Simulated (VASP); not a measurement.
# Ir (I4/mmm) in VASP: further runs

Ir is run at these levels: PBE; tasks: single point.

All numbers are computed with VASP 6.6.1; they aren't measurements. Logs are shortened: lines on timing, memory, paths and dates and some standing lists are left out, and cuts for length are marked.

### 1 The cell of the first run

The structure is tetragonal, space group I4/mmm (No. 139). The conventional cell has a = 2.891 Å, b = 2.891 Å, c = 3.689 Å, α = 90.00°, β = 90.00°, γ = 90.00°. Ir (site symmetry 4/mmm) has 14 Ir at 2.75 to 3.69 Å within 3.7 Å.

### 2 Single point, PBE (15.42 Å³/atom)

The input, INCAR:

```
SYSTEM = Ir
ALGO = Fast
EDIFF = 1E-7
ENCUT = 520
GGA = PE
ISIF = 2
ISMEAR = 0
LASPH = .True.
LCHARG = .False.
LREAL = .False.
LWAVE = .False.
NBANDS = 10
NELM = 60
PREC = Accurate
SIGMA = 0.15
```

The input, KPOINTS:

```
k-points
0
Gamma
  22 22 22
  0 0 0
```

The input, POSCAR:

```
Ir
1.0
    0.0000000000      2.0445730257      1.8446137837
    2.0445730257      0.0000000000      1.8446137837
    2.0445730257      2.0445730257      0.0000000000
Ir
1
Direct
    0.0000000000      0.0000000000      0.0000000000
```

Potentials or basis: VASP PAW PBE potentials, release 64 (Ir).

Launch:

```sh
$ cat potpaw_PBE.64/Ir/POTCAR > POTCAR
$ mpirun -np 1 vasp_std > vasp.out
```

OUTCAR:

```text
SYSTEM = Ir
   EDIFF = 1E-7
   ENCUT = 520
   GGA = PE
   ISIF = 2
   ISMEAR = 0
   LASPH = .True.
   LREAL = .False.
   NELM = 60
   PREC = Accurate

 ion  position               nearest neighbor table
   1  0.000  0.000  0.000-

  LATTYP: Found a body centered tetragonal cell.
 ALAT       =     2.8914629022
 C/A-ratio  =     1.2759034759

  Lattice vectors:

 A1 = (   0.0000000000,  -2.0445730257,  -1.8446137837)
 A2 = (   0.0000000000,   2.0445730257,  -1.8446137837)
 A3 = (   2.0445730257,   0.0000000000,   1.8446137837)

Analysis of symmetry for initial positions (statically):
=====================================================================
 Subroutine PRICEL returns:
 Original cell was already a primitive cell.

 Routine SETGRP: Setting up the symmetry group for a
 body centered tetragonal supercell.

 Subroutine GETGRP returns: Found 16 space group operations
 (whereof 16 operations were pure point group operations)
 out of a pool of 16 trial point group operations.

The static configuration has the point symmetry D_4h.

Analysis of symmetry for dynamics (positions and initial velocities):
=====================================================================
 Subroutine PRICEL returns:
 Original cell was already a primitive cell.

 Routine SETGRP: Setting up the symmetry group for a
 body centered tetragonal supercell.

 Subroutine GETGRP returns: Found 16 space group operations
 (whereof 16 operations were pure point group operations)
 out of a pool of 16 trial point group operations.

The dynamic configuration has the point symmetry D_4h.

 Subroutine INISYM returns: Found 16 space group operations
 (whereof 16 operations are pure point group operations),
 and found     1 'primitive' translations

----------------------------------------------------------------------------------------

                                     Primitive cell

  volume of cell :      15.4220

  direct lattice vectors                    reciprocal lattice vectors
     0.000000000  2.044573026  1.844613784    -0.244549837  0.244549837  0.271059451
     2.044573026  0.000000000  1.844613784     0.244549837 -0.244549837  0.271059451
     2.044573026  2.044573026  0.000000000     0.244549837  0.244549837 -0.271059451

  length of vectors
     2.753702756  2.753702756  2.891462902     0.439411506  0.439411506  0.439411506

  position of ions in fractional coordinates (direct lattice)
     0.000000000  0.000000000  0.000000000

  ion indices of the primitive-cell ions
   primitive index   ion index
                 1           1

----------------------------------------------------------------------------------------

 KPOINTS: k-points

Automatic generation of k-mesh.
 Grid dimensions read from file:
 generate k-points for:   22   22   22

 Generating k-lattice:

  Cartesian coordinates                     Fractional coordinates (reciprocal lattice)
    -0.011115902  0.011115902  0.012320884     0.045454545  0.000000000  0.000000000
     0.011115902 -0.011115902  0.012320884     0.000000000  0.045454545  0.000000000
     0.011115902  0.011115902 -0.012320884     0.000000000  0.000000000  0.045454545

  Length of vectors
     0.019973250  0.019973250  0.019973250

  Shift w.r.t. Gamma in fractional coordinates (k-lattice)
     0.000000000  0.000000000  0.000000000

 Subroutine IBZKPT returns following result:
 ===========================================

 Found    834 irreducible k-points:

 Following reciprocal coordinates:
            Coordinates               Weight
  0.000000  0.000000  0.000000      1.000000
  0.045455 -0.000000  0.000000      8.000000
  0.090909 -0.000000  0.000000      8.000000
  0.136364  0.000000  0.000000      8.000000
  0.181818  0.000000  0.000000      8.000000
  0.227273  0.000000  0.000000      8.000000
[... 16 lines left out ...]
  0.500000  0.045455  0.000000      8.000000
 -0.454545  0.045455  0.000000      8.000000
 [... further k-points ...]
   k-points           NKPTS =    834   k-points in BZ     NKDIM =    834   number of bands    NBANDS=     10
   number of dos      NEDOS =    301   number of ions     NIONS =      1
   total plane-waves  NPLWV =   9600
   dimension x,y,z NGX =    20 NGY =   20 NGZ =   24
   dimension x,y,z NGXF=    40 NGYF=   40 NGZF=   48
   ions per type =               1
   NGX,Y,Z   is equivalent  to a cutoff of  12.07, 12.07, 13.80 a.u.
   NGXF,Y,Z  is equivalent  to a cutoff of  24.15, 24.15, 27.60 a.u.
 SYSTEM =  Ir
   PREC   = accura    normal or accurate (medium, high low for compatibility)
   ISTART =      0    job   : 0-new  1-cont  2-samecut
   ICHARG =      2    charge: 1-file 2-atom 10-const
   ISPIN  =      1    spin polarized calculation?
   LNONCOLLINEAR =      F non collinear calculations
   LSORBIT =      F    spin-orbit coupling
   LASPH  =      T    aspherical Exc in radial PAW
   ENCUT  =  520.0 eV  38.22 Ry    6.18 a.u.   5.12  5.12  5.38*2*pi/ulx,y,z
   NELM   =     60;   NELMIN=  2; NELMDL= -5     # of ELM steps
   EDIFF  = 0.1E-06   stopping-criterion for ELM
   LREAL  =      F    real-space projection
   EDIFFG = 0.1E-05   stopping-criterion for IOM
   NSW    =      0    number of steps for IOM
   IBRION =     -1    ionic relax: 0-MD 1-quasi-New 2-CG
   NFREE  =      0    steps in history (QN), initial steepest desc. (CG)
   ISIF   =      2    stress and relaxation
   ISYM   =      2    0-nonsym 1-usesym 2-fastsym
   POTIM  = 0.5000    time-step for ionic-motion
   TEBEG  =    0.0;   TEEND  =   0.0 temperature during run
   PSTRESS=    0.0 pullay stress
   NELECT =       9.0000    total number of electrons
   NUPDOWN=      -1.0000    fix difference up-down
   EMIN   =  10.00;   EMAX   =-10.00  energy-range for DOS
   EFERMI =   0.00;   METHOD = LEGACY
   ISMEAR =     0;   SIGMA  =   0.15  broadening in eV -4-tet -1-fermi 0-gaus
   EFERMI_NEDOS =   21; number of points for ismear=-14 and -15
   IALGO  =     68    algorithm
   IMIX   =      4    mixing-type and parameters
     AMIX     =   0.40;   BMIX     =  1.00
     AMIX_MAG =   1.60;   BMIX_MAG =  1.00
  volume/ion in A,a.u.               =      15.42       104.07
  Fermi-wavevector in a.u.,A,eV,Ry     =   1.368071  2.585280 25.464928  1.871619
  Thomas-Fermi vector in A             =   2.494068
   LORBIT       =      0    0 simple, 1 ext, 2 COOP (PROOUT), +10 PAW based schemes
   GGA     = PE    functional components
   LHFCALC =     F    Hartree Fock is set to
   AEXX    =    0.0000 exact exchange contribution
   IVDW    =     0    specifies the selected vdW correction
   LEPSILON=     F    determine dielectric tensor
   LRPA    =     F    only Hartree local field effects (RPA)
 non-spin polarized calculation
 RMM-DIIS sequential band-by-band and
 Gauss-broadening in eV      SIGMA  =   0.15
  energy-cutoff  :      520.00
  volume of cell :       15.42
 maximum number of plane-waves:       431
   NGX = 11   NGY = 11   NGZ = 11

 number of electron       9.0000000 magnetization

 Free energy of the ion-electron system (eV)
  ---------------------------------------------------
  ext. energy  EPLUGINS =         0.00000000
  ---------------------------------------------------
  free energy    TOTEN  =        -8.70587689 eV

  energy without entropy =       -8.69169297  energy(sigma->0) =       -8.69878493

 E-fermi :   8.9207     XC(G=0): -13.4754

 val. band max:        8.9194902612   @ k =  -0.2727   0.0909   0.3636
 cond. band min:       8.9209048849   @ k =   0.3636   0.0000   0.1364
 fundamental gap:      0.0014146236
 Fermi energy:         8.9207187385

 k-point     1 :       0.0000    0.0000    0.0000
  band No.  band energies     occupation
      1      -1.2403      2.00000
      2       5.2761      2.00000
      3       5.2761      2.00000
      4       6.3672      2.00000
      5       7.1275      2.00000
      6       8.5381      1.99969
      7      23.6160      0.00000
      8      27.5821      0.00000
      9      27.5821      0.00000
     10      30.6244      0.00000

 k-point     2 :       0.0455   -0.0000    0.0000
  band No.  band energies     occupation
      1      -1.1555      2.00000
      2       5.2702      2.00000
      3       5.3106      2.00000
      4       6.3627      2.00000
      5       7.1192      2.00000
      6       8.5063      1.99991
      7      23.7530      0.00000
      8      27.4132      0.00000
      9      27.7116      0.00000
     10      30.3149      0.00000

 k-point     3 :       0.0909   -0.0000    0.0000
  band No.  band energies     occupation
      1      -0.9063      2.00000
      2       5.2415      2.00000
      3       5.3994      2.00000
      4       6.3660      2.00000
      5       7.1116      2.00000
      6       8.4213      2.00000
      7      24.1373      0.00000
      8      26.7802      0.00000
      9      28.0928      0.00000
     10      30.1332      0.00000

 k-point     4 :       0.1364    0.0000    0.0000
  band No.  band energies     occupation
      1      -0.5095      2.00000
      2       5.1765      2.00000
      3       5.4963      2.00000
      4       6.4060      2.00000
      5       7.1570      2.00000
      6       8.3137      2.00000
      7      24.6803      0.00000
      8      25.7318      0.00000
      9      28.7035      0.00000
     10      30.4730      0.00000
[... 222 lines left out ...]
 k-point    22 :       0.4545    0.0455    0.0000
  band No.  band energies     occupation
      1       1.8292      2.00000
      2       4.9888      2.00000
      3       6.1522      2.00000
      4       7.4898      2.00000
      5       9.6620      0.00000
      6       9.9922      0.00000
      7      16.1737      0.00000
      8      23.0941      0.00000
      9      27.1124      0.00000
     10      29.5901      0.00000

 k-point    23 :       0.5000    0.0455    0.0000
  band No.  band energies     occupation
      1       1.8295      2.00000
      2       4.9481      2.00000
      3       6.0931      2.00000
      4       7.9382      2.00000
      5       9.9137      0.00000
      6      10.0790      0.00000
      7      15.4925      0.00000
      8      22.9365      0.00000
      9      26.9589      0.00000
     10      29.1333      0.00000

 k-point    24 :      -0.4545    0.0455    0.0000
  band No.  band energies     occupation
      1       1.8293      2.00000
      2       4.9553      2.00000
      3       6.0758      2.00000
      4       7.9241      2.00000
      5       9.8083      0.00000
      6       9.9368      0.00000
      7      15.7439      0.00000
      8      22.9758      0.00000
      9      27.2586      0.00000
     10      29.0057      0.00000

 [... further k-points ...]
[... 5 lines left out ...]
  --------------------------------------------------------------------------------------
  -------------------------------------------------------------------------------------
  Total       -2.4092177     -2.4092177      0.2007226      0.0000000      0.0000000      0.0000000
  in kB     -250.2914017   -250.2914017     20.8528906      0.0000000      0.0000000      0.0000000
  external PRESSURE =    -159.9099709 kB  Pullay stress =       0.0000000 kB

 VOLUME and BASIS-vectors are now :
 -----------------------------------------------------------------------------
  energy-cutoff  :      520.00
  volume of cell :       15.42
      direct lattice vectors                 reciprocal lattice vectors
     0.000000000  2.044573026  1.844613784    -0.244549837  0.244549837  0.271059451
     2.044573026  0.000000000  1.844613784     0.244549837 -0.244549837  0.271059451
     2.044573026  2.044573026  0.000000000     0.244549837  0.244549837 -0.271059451

 POSITION                                       TOTAL-FORCE (eV/Angst)
 -----------------------------------------------------------------------------------
      0.00000      0.00000      0.00000         0.000000      0.000000      0.000000
 -----------------------------------------------------------------------------------
    total drift:                                0.000000     -0.000000     -0.000000

  FREE ENERGIE OF THE ION-ELECTRON SYSTEM (eV)
  ---------------------------------------------------
  free  energy   TOTEN  =        -8.7058768875 eV

  energy  without entropy=       -8.6916929729  energy(sigma->0) =       -8.69878493
```

Run time: 70 s. Hardware: 1 thread of Intel Xeon 6975P-C (Granite Rapids), shared host; peak memory 0.25 GiB.

Results:

- Free energy: -8.7059 eV
- Pressure: -16.0 GPa
- Band gap on the k mesh: zero (an odd number of electrons rules out a gap without spin polarisation)

Stress tensor (GPa, compression positive):
```
-25.03   0.00   0.00
  0.00 -25.03   0.00
  0.00   0.00   2.09
```

Caveat: the cell stands under tension; spin-orbit coupling is left out, which moves the levels of the heavy elements.

### 3 Single point, PBE (15.42 Å³/atom)

The input, INCAR:

```
  PREC = Accurate
  ENCUT = 520
  EDIFF = 1E-6
  ISMEAR = 0
  SIGMA = 0.15
  LREAL = F
  LASPH = T
  NELM = 80
  ALGO = Fast
  ISIF = 2
  LWAVE = F
  LCHARG = T
  GGA = PE
  LELF = T
  LVHAR = T
  NBANDS = 10
```

The input, KPOINTS:

```
regular mesh
0
Gamma
  22 22 22
```

The input, POSCAR:

```
Ir
1.0
    0.0000000000      1.9089373200      2.1160570192
    1.9089373200      0.0000000000      2.1160570192
    1.9089373200      1.9089373200      0.0000000000
Ir
1
Direct
    0.0000000000      0.0000000000      0.0000000000
```

Potentials or basis: VASP PAW PBE potentials, release 64 (Ir).

Launch:

```sh
$ cat potpaw_PBE.64/Ir/POTCAR > POTCAR
$ mpirun -np 1 vasp_std > vasp.out
```

Wall time 46 s (1 thread of Intel Xeon 6975P-C (Granite Rapids), shared host); peak memory 0.25 GiB.

The run converged. Its results:

```
Free energy            : -8.6996 eV
Pressure               : -15.6 GPa
Band gap on the k mesh : zero (an odd number of electrons rules out a gap without spin polarisation)
```

Stress tensor (GPa, compression positive):
```
 -5.67   0.00   0.00
  0.00  -5.67   0.00
  0.00   0.00 -35.58
```

Levels at points of the mesh, in eV from the Fermi level:
```tsv
k point	band 2	band 3	band 4	band 5	band 6	band 7
(0.00, 0.00, 0.00)	-4.16	-2.87	-2.87	-1.90	-0.25	14.68
(0.50, 0.00, 0.00)	-4.03	-2.81	-0.45	0.52	1.04	6.58
(0.50, 0.50, 0.00)	-6.39	0.53	0.91	1.20	1.20	7.73
(0.50, 0.00, 0.50)	-6.34	0.58	0.64	1.95	2.48	10.39
```

Caveat: the cell stands under tension; spin-orbit coupling is left out, which moves the levels of the heavy elements.
